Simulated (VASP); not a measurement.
Os:

```xyz
2
Lattice="2.7175 0.0000 0.0000 -1.3588 2.3534 0.0000 0.0000 0.0000 4.2845" Properties=species:S:1:pos:R:3 pbc="T T T"
Os    0.0000    1.5690    1.0711
Os    1.3588    0.7845    3.2133
```

Base run:

```yaml
Program: VASP 6.6.1
Functional: LDA
Potentials_or_basis: VASP PAW LDA potentials, release 64 (Os_sv_GW)
Cutoff: 560 eV
k_mesh: 13 × 13 × 8
Occupations: fermi-dirac, width 0.3 eV
Spin: no spin polarisation
```

Its results: band gap on the k mesh zero (bands 16 and 17 overlap by 3.97 eV); pressure 2.1 GPa.

Task: The run is repeated on the same cell with these changes: occupations from fermi-dirac, width 0.3 eV to fermi-dirac, width 0.6 eV. What comes out?

Result: Band gap on the k mesh zero (bands 16 and 17 overlap by 3.98 eV); pressure 8.7 GPa.

Caveats: so wide a smearing shifts energies and pressures; spin-orbit coupling is left out, which moves the levels of the heavy elements; the stress differs along the axes, from 7 to 12 GPa (at least some runs).
